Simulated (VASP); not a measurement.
# Os (Fd-3m) in VASP: single point with LDA

Aim: the single point of Os with LDA.

Program: VASP 6.6.1. These are calculated values, not measurements. Logs are shortened: lines on timing, memory, paths and dates and some standing lists are left out, and cuts for length are marked.

## Step 1: The cell of the first run

It takes space group Fd-3m (No. 227, cubic). The conventional cell has a = 5.474 Å, b = 5.474 Å, c = 5.474 Å, α = 90.00°, β = 90.00°, γ = 90.00°. Within 3.1 Å of Os (site symmetry -43m) lie 4 Os at 2.37 Å.

## Step 2: Single point, LDA

Contents of INCAR:

```
  ALGO = Normal
  EDIFF = 1E-7
  ENCUT = 520
  GGA = CA
  ISIF = 2
  ISMEAR = -1
  LASPH = T
  LCHARG = F
  LREAL = F
  LWAVE = F
  NBANDS = 15
  NELM = 80
  PREC = Accurate
  SIGMA = 0.13605693000000002
```

Contents of KPOINTS:

```
k-points
0
Gamma
  8 8 8
```

Contents of POSCAR:

```
Os
1.0
    0.0000000000      2.7368963383      2.7368963383
    2.7368963383      0.0000000000      2.7368963383
    2.7368963383      2.7368963383      0.0000000000
Os
2
Direct
    0.0000000000      0.0000000000      0.0000000000
    0.2500000000      0.2500000000      0.2500000000
```

Potentials or basis: VASP PAW LDA potentials, release 64 (Os).

Launch:

```console
> cat potpaw_LDA.64/Os/POTCAR > POTCAR
> mpirun -np 1 vasp_std > vasp.out
```

OUTCAR:

```text
EDIFF = 1E-7
   ENCUT = 520
   GGA = CA
   ISIF = 2
   ISMEAR = -1
   LASPH = T
   LREAL = F
   NELM = 80
   PREC = Accurate

 ion  position               nearest neighbor table
   1  0.000  0.000  0.000-   2 2.37   2 2.37   2 2.37   2 2.37
   2  0.250  0.250  0.250-   1 2.37   1 2.37   1 2.37   1 2.37

  LATTYP: Found a face centered cubic cell.
 ALAT       =     5.4737926766

  Lattice vectors:

 A1 = (   0.0000000000,   2.7368963383,   2.7368963383)
 A2 = (   2.7368963383,   0.0000000000,   2.7368963383)
 A3 = (   2.7368963383,   2.7368963383,   0.0000000000)

Analysis of symmetry for initial positions (statically):
=====================================================================
 Subroutine PRICEL returns:
 Original cell was already a primitive cell.

 Routine SETGRP: Setting up the symmetry group for a
 face centered cubic supercell.

 Subroutine GETGRP returns: Found 48 space group operations
 (whereof 24 operations were pure point group operations)
 out of a pool of 48 trial point group operations.

The static configuration has the point symmetry T_d .
 The point group associated with its full space group is O_h .

Analysis of symmetry for dynamics (positions and initial velocities):
=====================================================================
 Subroutine PRICEL returns:
 Original cell was already a primitive cell.

 Routine SETGRP: Setting up the symmetry group for a
 face centered cubic supercell.

 Subroutine GETGRP returns: Found 48 space group operations
 (whereof 24 operations were pure point group operations)
 out of a pool of 48 trial point group operations.

The dynamic configuration has the point symmetry T_d .
 The point group associated with its full space group is O_h .

 Subroutine INISYM returns: Found 48 space group operations
 (whereof 24 operations are pure point group operations),
 and found     1 'primitive' translations

----------------------------------------------------------------------------------------

                                     Primitive cell

  volume of cell :      41.0020

  direct lattice vectors                    reciprocal lattice vectors
     0.000000000  2.736896338  2.736896338    -0.182688688  0.182688688  0.182688688
     2.736896338  0.000000000  2.736896338     0.182688688 -0.182688688  0.182688688
     2.736896338  2.736896338  0.000000000     0.182688688  0.182688688 -0.182688688

  length of vectors
     3.870555920  3.870555920  3.870555920     0.316426089  0.316426089  0.316426089

  position of ions in fractional coordinates (direct lattice)
     0.000000000  0.000000000  0.000000000
     0.250000000  0.250000000  0.250000000

  ion indices of the primitive-cell ions
   primitive index   ion index
                 1           1
                 2           2

----------------------------------------------------------------------------------------

 KPOINTS: k-points

Automatic generation of k-mesh.
 Grid dimensions read from file:
 generate k-points for:    8    8    8

 Generating k-lattice:

  Cartesian coordinates                     Fractional coordinates (reciprocal lattice)
    -0.022836086  0.022836086  0.022836086     0.125000000  0.000000000  0.000000000
     0.022836086 -0.022836086  0.022836086     0.000000000  0.125000000  0.000000000
     0.022836086  0.022836086 -0.022836086     0.000000000  0.000000000  0.125000000

  Length of vectors
     0.039553261  0.039553261  0.039553261

  Shift w.r.t. Gamma in fractional coordinates (k-lattice)
     0.000000000  0.000000000  0.000000000

 Subroutine IBZKPT returns following result:
 ===========================================

 Found     29 irreducible k-points:

 Following reciprocal coordinates:
            Coordinates               Weight
  0.000000  0.000000  0.000000      1.000000
  0.125000  0.000000  0.000000      8.000000
  0.250000  0.000000  0.000000      8.000000
  0.375000  0.000000  0.000000      8.000000
  0.500000  0.000000  0.000000      4.000000
  0.125000  0.125000  0.000000      6.000000
[... 16 lines left out ...]
  0.500000  0.250000  0.125000     48.000000
 -0.375000  0.250000  0.125000     24.000000
 [... further k-points ...]
   k-points           NKPTS =     29   k-points in BZ     NKDIM =     29   number of bands    NBANDS=     15
   number of dos      NEDOS =    301   number of ions     NIONS =      2
   total plane-waves  NPLWV =  27000
   dimension x,y,z NGX =    30 NGY =   30 NGZ =   30
   dimension x,y,z NGXF=    60 NGYF=   60 NGZF=   60
   ions per type =               2
   NGX,Y,Z   is equivalent  to a cutoff of  12.89, 12.89, 12.89 a.u.
   NGXF,Y,Z  is equivalent  to a cutoff of  25.77, 25.77, 25.77 a.u.
 SYSTEM =  unknown system
   PREC   = accura    normal or accurate (medium, high low for compatibility)
   ISTART =      0    job   : 0-new  1-cont  2-samecut
   ICHARG =      2    charge: 1-file 2-atom 10-const
   ISPIN  =      1    spin polarized calculation?
   LNONCOLLINEAR =      F non collinear calculations
   LSORBIT =      F    spin-orbit coupling
   LASPH  =      T    aspherical Exc in radial PAW
   ENCUT  =  520.0 eV  38.22 Ry    6.18 a.u.   7.20  7.20  7.20*2*pi/ulx,y,z
   NELM   =     80;   NELMIN=  2; NELMDL= -5     # of ELM steps
   EDIFF  = 0.1E-06   stopping-criterion for ELM
   LREAL  =      F    real-space projection
   EDIFFG = 0.1E-05   stopping-criterion for IOM
   NSW    =      0    number of steps for IOM
   IBRION =     -1    ionic relax: 0-MD 1-quasi-New 2-CG
   NFREE  =      0    steps in history (QN), initial steepest desc. (CG)
   ISIF   =      2    stress and relaxation
   ISYM   =      2    0-nonsym 1-usesym 2-fastsym
   POTIM  = 0.5000    time-step for ionic-motion
   TEBEG  =    0.0;   TEEND  =   0.0 temperature during run
   PSTRESS=    0.0 pullay stress
   NELECT =      16.0000    total number of electrons
   NUPDOWN=      -1.0000    fix difference up-down
   EMIN   =  10.00;   EMAX   =-10.00  energy-range for DOS
   EFERMI =   0.00;   METHOD = LEGACY
   ISMEAR =    -1;   SIGMA  =   0.14  broadening in eV -4-tet -1-fermi 0-gaus
   EFERMI_NEDOS =   21; number of points for ismear=-14 and -15
   IALGO  =     38    algorithm
   IMIX   =      4    mixing-type and parameters
     AMIX     =   0.40;   BMIX     =  1.00
     AMIX_MAG =   1.60;   BMIX_MAG =  1.00
  volume/ion in A,a.u.               =      20.50       138.35
  Fermi-wavevector in a.u.,A,eV,Ry     =   1.196318  2.260712 19.472328  1.431176
  Thomas-Fermi vector in A             =   2.332261
   LORBIT       =      0    0 simple, 1 ext, 2 COOP (PROOUT), +10 PAW based schemes
   GGA     = CA    functional components
   LHFCALC =     F    Hartree Fock is set to
   AEXX    =    0.0000 exact exchange contribution
   IVDW    =     0    specifies the selected vdW correction
   LEPSILON=     F    determine dielectric tensor
   LRPA    =     F    only Hartree local field effects (RPA)
 non-spin polarized calculation
  energy-cutoff  :      520.00
  volume of cell :       41.00
 maximum number of plane-waves:      1124
 NGX is ok and might be reduce to    30
   NGX = 15   NGY = 15   NGZ = 15

 number of electron      15.9999999 magnetization

 Free energy of the ion-electron system (eV)
  ---------------------------------------------------
  ext. energy  EPLUGINS =         0.00000000
  ---------------------------------------------------
  free energy    TOTEN  =       -22.46665318 eV

  energy without entropy =      -22.36854091  energy(sigma->0) =      -22.41759704

 E-fermi :   4.6814     XC(G=0): -11.6653

 val. band max:        4.4965040979   @ k =   0.2500   0.1250   0.0000
 cond. band min:       4.7033855295   @ k =   0.3750   0.0000   0.0000
 fundamental gap:      0.2068814316
 Fermi energy:         4.6813919433

 k-point     1 :       0.0000    0.0000    0.0000
  band No.  band energies     occupation
      1      -3.1026      2.00000
      2       0.2724      2.00000
      3       0.2724      2.00000
      4       0.9853      2.00000
      5       0.9853      2.00000
      6       0.9853      2.00000
      7       4.0878      1.97484
      8       4.0878      1.97484
      9       4.0878      1.97484
     10       7.3887      0.00000
     11       7.3887      0.00000
     12      16.0708      0.00000
     13      16.3024      0.00000
     14      17.6599      0.00000
     15      17.6599      0.00000

 k-point     2 :       0.1250    0.0000    0.0000
  band No.  band energies     occupation
      1      -2.8064      2.00000
      2       0.1363      2.00000
      3       0.1363      2.00000
      4       0.9438      2.00000
      5       1.2324      2.00000
      6       1.2324      2.00000
      7       3.7629      1.99766
      8       4.0525      1.98053
      9       4.0525      1.98053
     10       7.3561      0.00000
     11       7.3561      0.00000
     12      15.0941      0.00000
     13      15.9814      0.00000
     14      17.5737      0.00000
     15      17.5843      0.00000

 k-point     3 :       0.2500    0.0000    0.0000
  band No.  band energies     occupation
      1      -2.0096      2.00000
      2       0.0742      2.00000
      3       0.0742      2.00000
      4       0.8499      2.00000
      5       1.4280      2.00000
      6       1.4280      2.00000
      7       3.1297      1.99998
      8       4.1785      1.95158
      9       4.1785      1.95158
     10       7.2108      0.00000
     11       7.2108      0.00000
     12      12.0883      0.00000
     13      15.0262      0.00000
     14      16.3723      0.00000
     15      16.3723      0.00000
[... 343 lines left out ...]
 k-point    23 :       0.5000    0.2500    0.1250
  band No.  band energies     occupation
      1      -0.5154      2.00000
      2      -0.3819      2.00000
      3       0.2007      2.00000
      4       0.8934      2.00000
      5       1.1250      2.00000
      6       2.0470      2.00000
      7       2.9145      2.00000
      8       4.3991      1.77682
      9       5.2287      0.03518
     10       5.9959      0.00013
     11       7.5348      0.00000
     12       9.0891      0.00000
     13      11.4482      0.00000
     14      12.9403      0.00000
     15      16.2400      0.00000

 k-point    24 :      -0.3750    0.2500    0.1250
  band No.  band energies     occupation
      1      -0.3789      2.00000
      2      -0.2258      2.00000
      3       0.2355      2.00000
      4       0.7085      2.00000
      5       1.4841      2.00000
      6       1.7120      2.00000
      7       3.6308      1.99911
      8       4.0974      1.97303
      9       5.2011      0.04293
     10       6.7032      0.00000
     11       7.1065      0.00000
     12       7.6796      0.00000
     13      11.3289      0.00000
     14      12.2437      0.00000
     15      16.2789      0.00000

 [... further k-points ...]
[... 5 lines left out ...]
  --------------------------------------------------------------------------------------
  -------------------------------------------------------------------------------------
  Total       -0.3918261     -0.3918261     -0.3918261      0.0000000     -0.0000000      0.0000000
  in kB      -15.3108351    -15.3108351    -15.3108351      0.0000000     -0.0000000      0.0000000
  external PRESSURE =     -15.3108351 kB  Pullay stress =       0.0000000 kB

 VOLUME and BASIS-vectors are now :
 -----------------------------------------------------------------------------
  energy-cutoff  :      520.00
  volume of cell :       41.00
      direct lattice vectors                 reciprocal lattice vectors
     0.000000000  2.736896338  2.736896338    -0.182688688  0.182688688  0.182688688
     2.736896338  0.000000000  2.736896338     0.182688688 -0.182688688  0.182688688
     2.736896338  2.736896338  0.000000000     0.182688688  0.182688688 -0.182688688

 POSITION                                       TOTAL-FORCE (eV/Angst)
 -----------------------------------------------------------------------------------
      0.00000      0.00000      0.00000         0.000000      0.000000      0.000000
      1.36845      1.36845      1.36845        -0.000000     -0.000000     -0.000000
 -----------------------------------------------------------------------------------
    total drift:                                0.000000     -0.000000      0.000000

  FREE ENERGIE OF THE ION-ELECTRON SYSTEM (eV)
  ---------------------------------------------------
  free  energy   TOTEN  =       -22.4666531770 eV

  energy  without entropy=      -22.3685409102  energy(sigma->0) =      -22.41759704
```

It took 16 s on 1 thread of Intel Xeon Platinum 8259CL at 2.50GHz (Skylake/Cascade Lake), shared host; peak memory 0.15 GiB.

What came out:

| Property | Result |
| --- | --- |
| Free energy | -22.4667 eV |
| Pressure | -1.5 GPa |
| Band gap on the k mesh | zero (band 8 reaches 5.11 eV, above the bottom of band 9 at 4.05 eV) |

Caveat: spin-orbit coupling is left out, which moves the levels of the heavy elements.
